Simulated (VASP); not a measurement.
Here is a VASP 6.6.1 calculation.

The input POSCAR:

```
W
1.0
   -0.8525465771      1.7050931542      1.7050931542
    1.7050931542     -0.8525465771      1.7050931542
    1.7050931542      1.7050931542     -0.8525465771
W
1
Direct
    0.0000000000      0.0000000000      0.0000000000
```

The input INCAR.step1:

```
SYSTEM = W
PREC     = Accurate       ! precision mode
ENCUT    = 520            ! plane-wave cutoff, eV
ISMEAR   = 0              ! smearing method
SIGMA    = 0.15           ! smearing width, eV
LREAL    = .False.        ! projectors in reciprocal space
LASPH    = .True.         ! aspherical terms in the spheres
NELM     = 100            ! most SCF steps
NBANDS   = 13             ! bands
GGA      = PE             ! functional
ALGO     = Normal         ! electronic algorithm
EDIFF    = 1E-4           ! SCF threshold, eV
LWAVE    = .True.         ! write WAVECAR
LCHARG   = .False.        ! write CHGCAR
```

Contents of INCAR.step2:

```
SYSTEM = W
PREC     = Accurate       ! precision mode
ENCUT    = 520            ! plane-wave cutoff, eV
EDIFF    = 1E-6           ! SCF threshold, eV
ISMEAR   = 0              ! smearing method
SIGMA    = 0.15           ! smearing width, eV
LREAL    = .False.        ! projectors in reciprocal space
LASPH    = .True.         ! aspherical terms in the spheres
NELM     = 100            ! most SCF steps
ALGO     = Normal         ! electronic algorithm
ISIF     = 2              ! what is computed and relaxed
LWAVE    = .False.        ! write WAVECAR
LCHARG   = .False.        ! write CHGCAR
METAGGA  = R2SCAN         ! meta-GGA
LMIXTAU  = .True.       
NBANDS   = 13             ! bands
ISTART   = 1
```

File KPOINTS:

```
regular mesh
0
Gamma
  22 22 22
  0 0 0
```

Potentials or basis: VASP PAW PBE potentials, release 64 (W_sv).

Run with:

```console
$ cat potpaw_PBE.64/W_sv/POTCAR > POTCAR
$ cp INCAR.step1 INCAR
$ mpirun -np 1 vasp_std > vasp.out
$ cp INCAR.step2 INCAR
$ mpirun -np 1 vasp_std > vasp.out
```

Task: Predict the band gap on the k mesh.

Result: Zero (band 7 reaches 12.65 eV, above the bottom of band 8 at 9.36 eV).

Task: Estimate the pressure.

Result: 22.0 GPa.

Caveat: the PAW data sets were made with another functional, which shifts forces and pressure a little; spin-orbit coupling is left out, which moves the levels of the heavy elements.
